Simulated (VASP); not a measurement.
# CaBr (P-6m2) in VASP: a series of runs, part 2 of 2

VASP 6.6.1.

### 3 Single point, PBE+D3(BJ)

Input file INCAR:

```
SYSTEM = CaBr
ALGO     = Normal         ! electronic algorithm
EDIFF    = 1E-6           ! SCF threshold, eV
ENCUT    = 500            ! plane-wave cutoff, eV
GGA      = PE             ! functional
GGA_COMPAT= .FALSE.      
ISIF     = 2              ! what is computed and relaxed
ISMEAR   = 0              ! smearing method
ISYM     = 0            
IVDW     = 12             ! dispersion correction
LASPH    = .TRUE.         ! aspherical terms in the spheres
LCHARG   = .FALSE.        ! write CHGCAR
LREAL    = .FALSE.        ! projectors in reciprocal space
LWAVE    = .FALSE.        ! write WAVECAR
NBANDS   = 16             ! bands
NELM     = 120            ! most SCF steps
PREC     = Accurate       ! precision mode
SIGMA    = 0.1            ! smearing width, eV
```

Input file KPOINTS:

```
k-points
0
G
  2 3 5
  0 0 0
```

Input file POSCAR:

```
CaBr
1.0
    3.9170223818      0.0000000000      0.0000000000
   -1.9585111909      3.3922408898      0.0000000000
    0.0000000000      0.0000000000      4.3410340000
Ca Br
1 1
Direct
    0.0000000000      0.0000000000      0.0000000000
    0.3333333333      0.6666666667      0.5000000000
```

Potentials or basis: VASP PAW PBE potentials, release 64 (Ca_sv, Br).

The run is started by

```
> cat potpaw_PBE.64/Ca_sv/POTCAR potpaw_PBE.64/Br/POTCAR > POTCAR
> mpirun -np 1 vasp_std > vasp.out
```

OUTCAR:

```text
SYSTEM = CaBr
   EDIFF = 1E-6
   ENCUT = 500
   GGA = PE
   ISIF = 2
   ISMEAR = 0
   ISYM = 0
   IVDW = 12
   LASPH = .TRUE.
   LREAL = .FALSE.
   NELM = 120
   PREC = Accurate
 IVDW          = 12

 ion  position               nearest neighbor table
   1  0.000  0.000  0.000-
   2  0.333  0.667  0.500-

IMPORTANT INFORMATION: All symmetrisations will be switched off!
NOSYMM: (Re-)initialisation of all symmetry stuff for point group C_1.

----------------------------------------------------------------------------------------

                                     Primitive cell

  volume of cell :      57.6814

  direct lattice vectors                    reciprocal lattice vectors
     3.917022382  0.000000000  0.000000000     0.255295963  0.147395193  0.000000000
    -1.958511191  3.392240890  0.000000000     0.000000000  0.294790386  0.000000000
     0.000000000  0.000000000  4.341034000     0.000000000  0.000000000  0.230359864

  length of vectors
     3.917022382  3.917022382  4.341034000     0.294790386  0.294790386  0.230359864

  position of ions in fractional coordinates (direct lattice)
     0.000000000  0.000000000  0.000000000
     0.333333333  0.666666667  0.500000000

[... 137 lines left out ...]

 E-fermi :   4.5967     XC(G=0):  -8.7965

 val. band max:        4.5805996817   @ k =   0.0000   0.3333   0.2000
 cond. band min:       4.6206066243   @ k =   0.5000  -0.3333   0.4000
 fundamental gap:      0.0400069426
 Fermi energy:         4.5967040166

 k-point     1 :       0.0000    0.0000    0.0000
  band No.  band energies     occupation
      1     -37.7382      2.00000
      2     -18.8164      2.00000
      3     -18.7214      2.00000
      4     -18.6440      2.00000
      5     -12.9125      2.00000
      6      -0.8731      2.00000
[... 281 lines left out ...]
      3     -18.7633      2.00000
      4     -18.7413      2.00000
      5     -12.5276      2.00000
      6      -1.6838      2.00000
[... 8 lines left out ...]
     15       9.2158      0.00000
     16       9.9003      0.00000

------------------------ aborting loop because EDIFF is reached ----------------------------------------

 Edisp (eV)   -0.57852

 E8    (eV) :    -0.2632

  FORCE on cell =-STRESS in cart. coord.  units (eV):
  Direction    XX          YY          ZZ          XY          YZ          ZX
  --------------------------------------------------------------------------------------
  -------------------------------------------------------------------------------------
  Total      -0.05807    -0.35454    -0.70872     0.07405     0.00000     0.00000
  in kB      -1.61289    -9.84791   -19.68576     2.05674     0.00004     0.00002
  external pressure =      -10.38 kB  Pullay stress =        0.00 kB

 VOLUME and BASIS-vectors are now :
 -----------------------------------------------------------------------------
  energy-cutoff  :      500.00
  volume of cell :       57.68
      direct lattice vectors                 reciprocal lattice vectors
     3.917022382  0.000000000  0.000000000     0.255295963  0.147395193  0.000000000
    -1.958511191  3.392240890  0.000000000     0.000000000  0.294790386  0.000000000
     0.000000000  0.000000000  4.341034000     0.000000000  0.000000000  0.230359864

 POSITION                                       TOTAL-FORCE (eV/Angst)
 -----------------------------------------------------------------------------------
      0.00000      0.00000      0.00000        -0.034512      0.114164     -0.000001
     -0.00000      2.26149      2.17052         0.034512     -0.114164      0.000001
 -----------------------------------------------------------------------------------
    total drift:                                0.000058     -0.000066      0.000001

  FREE ENERGIE OF THE ION-ELECTRON SYSTEM (eV)
  ---------------------------------------------------
  free  energy   TOTEN  =        -6.5755566765 eV

  energy  without entropy=       -6.5498906573  energy(sigma->0) =       -6.56272367
```

OSZICAR:

```text
N       E                     dE             d eps       ncg     rms          rms(c)
DAV:   1     0.121386623982E+03    0.12139E+03   -0.74290E+03   512   0.911E+02
DAV:   2    -0.787430592522E-01   -0.12147E+03   -0.11588E+03   640   0.244E+02
DAV:   3    -0.574407135564E+01   -0.56653E+01   -0.56080E+01   704   0.495E+01
DAV:   4    -0.602754609086E+01   -0.28347E+00   -0.28338E+00   688   0.928E+00
DAV:   5    -0.602918229555E+01   -0.16362E-02   -0.16361E-02   704   0.806E-01    0.448E+00
DAV:   6    -0.599398491775E+01    0.35197E-01   -0.67676E-02   672   0.204E+00    0.283E+00
DAV:   7    -0.599786260644E+01   -0.38777E-02   -0.80341E-02   632   0.235E+00    0.252E-01
DAV:   8    -0.599683963252E+01    0.10230E-02   -0.75678E-03   632   0.741E-01    0.663E-02
DAV:   9    -0.599701386365E+01   -0.17423E-03   -0.41241E-04   648   0.150E-01    0.281E-02
DAV:  10    -0.599702771326E+01   -0.13850E-04   -0.30270E-05   584   0.460E-02    0.120E-02
DAV:  11    -0.599703712133E+01   -0.94081E-05   -0.15840E-05   576   0.269E-02    0.322E-03
DAV:  12    -0.599703660685E+01    0.51447E-06   -0.30694E-07   568   0.508E-03
   1 F= -.65755567E+01 E0= -.65627237E+01  d E =-.256660E-01
```

Run time: 5.9 s. Hardware: 1 thread of AMD EPYC 9R45 (Zen 5), shared host; peak memory 0.15 GiB.

Results:

```yaml
Free_energy: -6.5756 eV
Pressure: -1.0 GPa
Largest_force: 0.119 eV/Å
Band_gap_on_the_k_mesh: zero (an odd number of electrons rules out a gap without spin polarisation)
Dispersion_energy_per_atom: -0.289 eV
```

Forces in eV/Å, atoms in the order of the input:
```
Ca  -0.035  0.114  0.000
Br   0.035 -0.114  0.000
```

Stress tensor (GPa, compression positive):
```
-0.16  0.21  0.00
 0.21 -0.98  0.00
 0.00  0.00 -1.97
```

Caveat: the k points lie up to 0.82 Å⁻¹ apart, too coarse for converged energies and pressures of a metal; an odd number of electrons without spin polarisation forces a metal; a magnetic or distorted state may lie lower.

### 4 Single point, PBE

Input file INCAR:

```
ALGO = Normal
EDIFF = 1E-6
ENCUT = 500
GGA = PE
GGA_COMPAT = F
ISIF = 2
ISMEAR = 0
ISYM = 0
LASPH = T
LCHARG = F
LREAL = F
LWAVE = F
NBANDS = 16
NELM = 120
PREC = Accurate
SIGMA = 0.1
```

Input file KPOINTS:

```
k-points
0
Gamma
  5 2 3
```

POSCAR is that of step 3.

The run is started by

```
> cat potpaw_PBE.64/Ca_sv/POTCAR potpaw_PBE.64/Br/POTCAR > POTCAR
> mpirun -np 1 vasp_std > vasp.out
```

Run time: 5.9 s. Hardware: 1 thread of AMD EPYC 9R45 (Zen 5), shared host; peak memory 0.14 GiB.

It converged, with:

| Item | Value |
| --- | --- |
| Free energy | -5.9972 eV |
| Pressure | -0.4 GPa |
| Largest force | 0.071 eV/Å |
| Band gap on the k mesh | zero (an odd number of electrons rules out a gap without spin polarisation) |

Forces on the atoms (eV/Å):
```
Ca  -0.057 -0.042  0.000
Br   0.057  0.042  0.000
```

Stress tensor (GPa, compression positive):
```
 0.15 -0.69  0.00
-0.69  0.48  0.00
 0.00  0.00 -1.89
```

Levels at points of the mesh, in eV from the Fermi level:
```tsv
k point	band 5	band 6	band 7	band 8	band 9	band 10	band 11	band 12	band 13	band 14
(0.00, 0.00, 0.00)	-17.62	-5.58	-4.58	-4.58	-1.82	0.55	2.34	2.35	2.82	2.86
(0.00, 0.50, 0.00)	-17.25	-6.90	-5.52	-4.95	-0.09	1.21	2.31	2.43	2.93	3.64
```

Caveat: the k points lie up to 0.81 Å⁻¹ apart, too coarse for converged energies and pressures of a metal; an odd number of electrons without spin polarisation forces a metal; a magnetic or distorted state may lie lower.

### 5 Single point, PBE

This run uses another cell than the first one, of 24.83 Å³/atom.

Input file INCAR:

```
PREC = Accurate ; ENCUT = 500
EDIFF = 1E-6 ; ISMEAR = 0
SIGMA = 0.1 ; LREAL = False
LASPH = True ; NELM = 120
ALGO = Normal ; ISIF = 2
LWAVE = False ; LCHARG = False
GGA = PE ; NBANDS = 16
GGA_COMPAT = False
```

Input file KPOINTS:

```
Automatic mesh
0
Gamma
  6 6 4
```

Input file POSCAR:

```
CaBr
1.0
    3.7264082863      0.0000000000      0.0000000000
   -1.8632041432      3.2271642408      0.0000000000
    0.0000000000      0.0000000000      4.1297862233
Ca Br
1 1
Direct
    0.0000000000      0.0000000000      0.0000000000
    0.3333333333      0.6666666667      0.5000000000
```

The run is started by

```
> cat potpaw_PBE.64/Ca_sv/POTCAR potpaw_PBE.64/Br/POTCAR > POTCAR
> mpirun -np 1 vasp_std > vasp.out
```

Run time: 7.3 s. Hardware: 1 thread of AMD EPYC 9R45 (Zen 5), shared host; peak memory 0.13 GiB.

The run converged. Its results:

```
Free energy            : -5.9076 eV
Pressure               : 5.4 GPa
Band gap on the k mesh : zero (an odd number of electrons rules out a gap without spin polarisation)
```

Stress tensor (GPa, compression positive):
```
5.24 0.00 0.00
0.00 5.24 0.00
0.00 0.00 5.66
```

Levels at points of the mesh, in eV from the Fermi level:
| k point | band 5 | band 6 | band 7 | band 8 | band 9 | band 10 | band 11 | band 12 | band 13 | band 14 |
| --- | --- | --- | --- | --- | --- | --- | --- | --- | --- | --- |
| (0.00, 0.00, 0.00) | -18.17 | -5.84 | -4.73 | -4.73 | -1.70 | 0.61 | 2.61 | 2.61 | 3.15 | 3.15 |
| (0.50, 0.00, 0.00) | -17.58 | -7.58 | -5.87 | -5.17 | -0.36 | 1.62 | 2.49 | 2.66 | 3.45 | 4.14 |
| (0.00, 0.00, 0.50) | -17.80 | -7.72 | -4.64 | -4.64 | 1.31 | 1.72 | 1.72 | 2.56 | 2.72 | 2.72 |
| (0.50, 0.00, 0.50) | -17.60 | -7.11 | -6.68 | -5.42 | -0.38 | 1.94 | 3.16 | 4.08 | 4.17 | 4.84 |

Caveat: the k points lie up to 0.38 Å⁻¹ apart, too coarse for converged energies and pressures of a metal; an odd number of electrons without spin polarisation forces a metal; a magnetic or distorted state may lie lower.

### 6 Summary

```tsv
level	cell	k mesh	gap on the mesh (eV)	pressure (GPa)	largest force (eV/Å)
PBE	a = 3.917, b = 3.917, c = 4.341 Å, angles 90.0, 90.0, 120.0°, 2 atoms	3 × 3 × 2, shifted	none	1.2	-
PBE+D3(BJ)	a = 3.917, b = 3.917, c = 4.341 Å, angles 90.0, 90.0, 120.0°, 2 atoms	2 × 3 × 5	none	-1.0	0.12
PBE	a = 3.917, b = 3.917, c = 4.341 Å, angles 90.0, 90.0, 120.0°, 2 atoms	5 × 2 × 3	none	-0.4	0.07
PBE	a = 3.726, b = 3.726, c = 4.130 Å, angles 90.0, 90.0, 120.0°, 2 atoms	6 × 6 × 4	none	5.4	-
```

Alike in all rows: task single point; potentials or basis VASP PAW PBE potentials, release 64 (Ca_sv, Br); no spin polarisation; cutoff (eV) 500; smearing gaussian 0.1 eV.

Caveats: all runs use coarse meshes; an odd number of electrons without spin polarisation forces a metal; a magnetic or distorted state may lie lower.

Total energies depend on the potentials used, so only differences within one code and one set of settings carry meaning.
